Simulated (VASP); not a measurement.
Runs of VASP 6.6.1 on SiC3. The structure is that of space group Pm-3m (No. 221), or close to it. The cells are those of the table. 

| task | spin | cell | k mesh | cutoff (eV) | gap on the mesh (eV) | pressure (GPa) | moment (μB) | relaxed volume (Å³/atom) |
| --- | --- | --- | --- | --- | --- | --- | --- | --- |
| relaxation of cell and atoms | off | relaxed from a = 3.212 Å, 4 atoms | 14 × 14 × 14 | 600 | none | 0.0 | - | 8.21 |
| single point | collinear, ferromagnetic start | a = 3.771 Å, 4 atoms | 4 × 4 × 4 | 520 | none | -26.1 | (a) | - |
| single point | collinear, ferromagnetic start | a = 3.212 Å, 4 atoms | 6 × 6 × 6 | 520 | none | 0.3 | 0.00 | - |
| single point | off | a = 3.212 Å, 4 atoms | 6 × 6 × 6 | 520 | none | 0.3 | - | - |
| relaxation of cell and atoms | off | relaxed from a = 3.771 Å, 4 atoms | 4 × 4 × 4 | 600 | none | -0.6 | - | - |
| single point | off | a = 3.771 Å, 4 atoms | 4 × 4 × 4 | 520 | none | -26.1 | - | - |
| single point | off | a = 3.185 Å, 4 atoms | 4 × 4 × 4 | 520 | none | 0.2 | - | - |
| relaxation of cell and atoms | off | relaxed from a = 3.185 Å, 4 atoms | 6 × 6 × 6 | 600 | none | 0.0 | - | (b) |

Alike in all rows: level PBE; potentials or basis VASP PAW PBE potentials, release 64 (Si, C); smearing gaussian 0.1 eV.

Question: Fill in the values left out.

Answer: (a) 0.22; (b) 8.30.

Caveats: some runs use coarse meshes; the volume moved by over 15 % at a fixed basis, so the end points are rough (some runs).

A gap of «none» marks levels without a gap at the run's occupations.
